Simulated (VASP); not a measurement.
# KCl in VASP: further runs, part 3 of 3

VASP 6.6.1. Earlier steps stand in the parts before.

## (5) Electric field gradients, PBEsol (equal xy, yz and zx shear strains of +2 %)

File INCAR:

```
SYSTEM = KCl
ALGO     = Normal         ! electronic algorithm
EDIFF    = 1E-8           ! SCF threshold, eV
ENCUT    = 520            ! plane-wave cutoff, eV
GGA      = PS             ! functional
ISIF     = 2              ! what is computed and relaxed
ISMEAR   = -1             ! smearing method
LASPH    = .TRUE.         ! aspherical terms in the spheres
LCHARG   = .FALSE.        ! write CHGCAR
LEFG     = .TRUE.       
LREAL    = .FALSE.        ! projectors in reciprocal space
LWAVE    = .FALSE.        ! write WAVECAR
NBANDS   = 15             ! bands
NELM     = 100            ! most SCF steps
PREC     = Accurate       ! precision mode
SIGMA    = 0.01           ! smearing width, eV
```

File KPOINTS:

```
k-points
0
G
  7 7 7
  0 0 0
```

File POSCAR:

```
KCl
1.0
    3.6340000000      0.0363400000      0.0363400000
    0.0363400000      3.6340000000      0.0363400000
    0.0363400000      0.0363400000      3.6340000000
K Cl
1 1
Direct
    0.0000000000      0.0000000000      0.0000000000
    0.5000000000      0.5000000000      0.5000000000
```

Potentials or basis: VASP PAW PBE potentials, release 64 (K_sv, Cl).

Started as:

```console
> cat potpaw_PBE.64/K_sv/POTCAR potpaw_PBE.64/Cl/POTCAR > POTCAR
> mpirun -np 1 vasp_std > vasp.out
```

OUTCAR:

```text
SYSTEM = KCl
   EDIFF = 1E-8
   ENCUT = 520
   GGA = PS
   ISIF = 2
   ISMEAR = -1
   LASPH = .TRUE.
   LREAL = .FALSE.
   NELM = 100
   PREC = Accurate

 ion  position               nearest neighbor table
   1  0.000  0.000  0.000-   2 3.13   2 3.13   2 3.13   2 3.13   2 3.13   2 3.13   2 3.21   2 3.21

   2  0.500  0.500  0.500-   1 3.13   1 3.13   1 3.13   1 3.13   1 3.13   1 3.13   1 3.21   1 3.21

  LATTYP: Found a trigonal (rhomboedric) cell.
 ALAT       =     3.6343633818
 COS(alpha) =     0.0200959808

[... 647 lines left out ...]
  ---------------------------------------------------
  free  energy   TOTEN  =        -6.8819860140 eV

  energy  without entropy=       -6.8819860140  energy(sigma->0) =       -6.88198601

 Electric field gradients (V/A^2)
---------------------------------------------------------------------
 ion       V_xx      V_yy      V_zz      V_xy      V_xz      V_yz
---------------------------------------------------------------------
   1       0.000     0.000    -0.000     2.197     2.197     2.197
   2      -0.000    -0.000    -0.000     0.611     0.611     0.611
---------------------------------------------------------------------

 Electric field gradients after diagonalization (V/A^2)
 (convention: |V_zz| > |V_xx| > |V_yy|)
----------------------------------------------------------------------
 ion       V_xx      V_yy      V_zz     asymmetry (V_yy - V_xx)/ V_zz
----------------------------------------------------------------------
   1      -2.197    -2.197     4.393       0.000
   2      -0.611    -0.611     1.221       0.000
----------------------------------------------------------------------

           NMR quadrupolar parameters

 Cq : quadrupolar parameter    Cq=e*Q*V_zz/h
 eta: asymmetry parameters     (V_yy - V_xx)/ V_zz
 Q  : nuclear electric quadrupole moment in mb (millibarn)
----------------------------------------------------------------------
 ion       Cq(MHz)       eta       Q (mb)
----------------------------------------------------------------------
   1       0.011       0.000       1.000
   2       0.003       0.000       1.000
----------------------------------------------------------------------
```

stdout:

```text
POSCAR found type information on POSCAR K Cl
 POSCAR found :  2 types and       2 ions
 scaLAPACK will be used
 -----------------------------------------------------------------------------
|                                                                             |
|                                                                             |
|     You enforced a specific xc type in the INCAR file but a different       |
|     I HOPE YOU KNOW WHAT YOU ARE DOING!                                     |
|                                                                             |
 -----------------------------------------------------------------------------

 LDA part: xc-table for (Slater+PW92), standard interpolation
 POSCAR, INCAR and KPOINTS ok, starting setup
 FFT: planning ... GRIDC
 FFT: planning ... GRID_SOFT
 FFT: planning ... GRID
 WAVECAR not read
 entering main loop
ion   1

ion   2
```

Run time: 25 s. Hardware: 1 thread of Intel Xeon Platinum 8488C (Sapphire Rapids), shared host; peak memory 0.17 GiB.

Results:

```yaml
Free_energy: -6.8820 eV
Pressure: 2.4 GPa
Band_gap_on_the_k_mesh: 5.40 eV, indirect (least direct gap 5.58 eV)
```

Levels at points of the mesh, in eV from the valence-band top:
```tsv
k point	band 5	band 6	band 7	band 8	band 9	band 10	band 11	band 12
(0.00, 0.00, 0.00)	-11.02	-0.21	-0.21	-0.19	5.40	6.25	6.25	10.98
```

Electric field gradients, principal values (V/Å²):
```tsv
atom	least	middle	greatest (by size)
1 K	-2.197	-2.197	4.393
2 Cl	-0.611	-0.611	1.221
```

Caveat: the cell differs from its parent crystal (equal xy, yz and zx shear strains of +2 %); without QUAD_EFG the Cq values of the log hold for a quadrupole moment of 1 mb, not for the nuclei; the PAW data sets were made with another functional, which shifts forces and pressure a little.

## (6) Electric field gradients, PBEsol (volume scaled by 0.94)

File INCAR:

```
  PREC = Accurate
  ENCUT = 520
  EDIFF = 1E-8
  ISMEAR = -1
  SIGMA = 0.01
  LREAL = False
  LASPH = True
  NELM = 80
  ALGO = Normal
  ISIF = 2
  LWAVE = False
  LCHARG = False
  GGA = PS
  LEFG = True
  NBANDS = 15
```

File KPOINTS:

```
regular mesh
0
Gamma
  7 7 7
```

File POSCAR:

```
KCl
1.0
    3.5598159191      0.0000000000      0.0000000000
    0.0000000000      3.5598159191      0.0000000000
    0.0000000000      0.0000000000      3.5598159191
K Cl
1 1
Direct
    0.0000000000      0.0000000000      0.0000000000
    0.5000000000      0.5000000000      0.5000000000
```

Potentials or basis: VASP PAW PBE potentials, release 64 (K_sv, Cl).

Started as:

```console
> cat potpaw_PBE.64/K_sv/POTCAR potpaw_PBE.64/Cl/POTCAR > POTCAR
> mpirun -np 1 vasp_std > vasp.out
```

OUTCAR:

```text
PREC = Accurate
   ENCUT = 520
   EDIFF = 1E-8
   ISMEAR = -1
   LREAL = False
   LASPH = True
   NELM = 80
   ISIF = 2
   GGA = PS

 ion  position               nearest neighbor table
   1  0.000  0.000  0.000-   2 3.08   2 3.08   2 3.08   2 3.08   2 3.08   2 3.08   2 3.08   2 3.08

   2  0.500  0.500  0.500-   1 3.08   1 3.08   1 3.08   1 3.08   1 3.08   1 3.08   1 3.08   1 3.08

  LATTYP: Found a simple cubic cell.
 ALAT       =     3.5598159191

  Lattice vectors:

[... 567 lines left out ...]
  ---------------------------------------------------
  free  energy   TOTEN  =        -6.8206771261 eV

  energy  without entropy=       -6.8206771261  energy(sigma->0) =       -6.82067713

 Electric field gradients (V/A^2)
---------------------------------------------------------------------
 ion       V_xx      V_yy      V_zz      V_xy      V_xz      V_yz
---------------------------------------------------------------------
   1       0.000     0.000    -0.000     0.000    -0.000    -0.000
   2      -0.000    -0.000     0.000     0.000     0.000     0.000
---------------------------------------------------------------------

 Electric field gradients after diagonalization (V/A^2)
 (convention: |V_zz| > |V_xx| > |V_yy|)
----------------------------------------------------------------------
 ion       V_xx      V_yy      V_zz     asymmetry (V_yy - V_xx)/ V_zz
----------------------------------------------------------------------
   1       0.000    -0.000     0.000      -0.694
   2      -0.000    -0.000     0.000       0.144
----------------------------------------------------------------------

           NMR quadrupolar parameters

 Cq : quadrupolar parameter    Cq=e*Q*V_zz/h
 eta: asymmetry parameters     (V_yy - V_xx)/ V_zz
 Q  : nuclear electric quadrupole moment in mb (millibarn)
----------------------------------------------------------------------
 ion       Cq(MHz)       eta       Q (mb)
----------------------------------------------------------------------
   1       0.000      -0.694       1.000
   2       0.000       0.144       1.000
----------------------------------------------------------------------
```

stdout:

```text
POSCAR found type information on POSCAR K Cl
 POSCAR found :  2 types and       2 ions
 scaLAPACK will be used
 -----------------------------------------------------------------------------
|                                                                             |
|                                                                             |
|     You enforced a specific xc type in the INCAR file but a different       |
|     I HOPE YOU KNOW WHAT YOU ARE DOING!                                     |
|                                                                             |
 -----------------------------------------------------------------------------

 LDA part: xc-table for (Slater+PW92), standard interpolation
 POSCAR, INCAR and KPOINTS ok, starting setup
 FFT: planning ... GRIDC
 FFT: planning ... GRID_SOFT
 FFT: planning ... GRID
 WAVECAR not read
 entering main loop
ion   1

ion   2
```

It took 6.6 s on 1 thread of Intel Xeon 6975P-C (Granite Rapids), shared host; peak memory 0.15 GiB.

Results:

| Quantity | Value |
| --- | --- |
| Free energy | -6.8207 eV |
| Pressure | 4.7 GPa |
| Band gap on the k mesh | 5.74 eV, indirect (least direct gap 5.95 eV) |

Caveat: without QUAD_EFG the Cq values of the log hold for a quadrupole moment of 1 mb, not for the nuclei; the PAW data sets were made with another functional, which shifts forces and pressure a little.

## (7) Overview

```tsv
cell	gap on the mesh (eV)	pressure (GPa)
a = 3.634 Å, angles 91.1°, 2 atoms	5.40	2.4
a = 3.634 Å, angles 90.6°, 2 atoms	5.40	2.4
a = 3.634 Å, angles 89.4°, 2 atoms	5.40	2.4
a = 3.634 Å, angles 88.8°, 2 atoms	5.40	2.4
a = 3.560 Å, 2 atoms	5.74	4.7
```

Alike in all rows: task electric field gradients; level PBEsol; potentials or basis VASP PAW PBE potentials, release 64 (K_sv, Cl); no spin polarisation; k mesh 7 × 7 × 7; cutoff (eV) 520; smearing fermi-dirac 0.01 eV.

Caveats: the PAW data sets were made with another functional, which shifts forces and pressure a little.

Absolute energies hang on the potentials; compare differences alone.
